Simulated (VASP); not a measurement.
**Ti2O: single point with r2SCAN**

Crystal: Ti2O.

```
Ti O
1.0
     2.91982    0.00000    0.00000
    -1.45991    2.52864    0.00000
     0.00000    0.00000    4.77126
Ti O
2 1
Direct
  0.66667 0.33333 0.26970
  0.33333 0.66667 0.73030
  0.00000 0.00000 0.00000
```

| Item | Value |
| --- | --- |
| Program | VASP 6.6.1 |
| Task | single point |
| Functional | r2SCAN |
| Potentials or basis | VASP PAW PBE potentials, release 64 (Ti_sv, O) |
| Cutoff | 520 eV |
| k mesh | 18 × 18 × 10 |
| Occupations | gaussian, width 0.1 eV |
| Spin | no spin polarisation |
| Dipole correction | no |
| Further INCAR settings | ALGO = Normal; EDIFF = 1e-06; NBANDS = 22 |

```yaml
Pressure: 7.5 GPa
Largest_force: 0.066 eV/Å
Band_gap_on_the_k_mesh: zero (bands 15 and 16 overlap by 1.03 eV)
```

Forces on the atoms (eV/Å):
```
Ti   0.000  0.000  0.066
Ti   0.000  0.000 -0.066
O    0.000  0.000  0.000
```

Stress tensor (GPa, compression positive):
```
7.48 0.00 0.00
0.00 7.48 0.00
0.00 0.00 7.39
```

Levels at points of the mesh, in eV from the Fermi level:
```tsv
k point	band 12	band 13	band 14	band 15	band 16	band 17	band 18	band 19
(0.00, 0.00, 0.00)	-6.52	-4.12	-0.39	0.20	0.58	0.58	1.15	1.15
(0.50, 0.00, 0.00)	-7.00	-2.84	-1.58	-0.72	1.18	1.91	3.06	3.08
(0.00, 0.00, 0.50)	-6.59	-2.18	-1.99	0.19	0.19	1.24	2.05	2.05
(0.50, 0.00, 0.50)	-6.92	-1.81	-1.55	-0.61	-0.57	1.07	3.00	3.17
```

Wall time 5 min on 1 thread of Intel(R) Xeon(R) 6975P-C (Granite Rapids), with other jobs on the host, peak memory 0.34 GiB.

Caveat: the cell stands under pressure; the PAW data sets were made with another functional, which shifts forces and pressure a little.
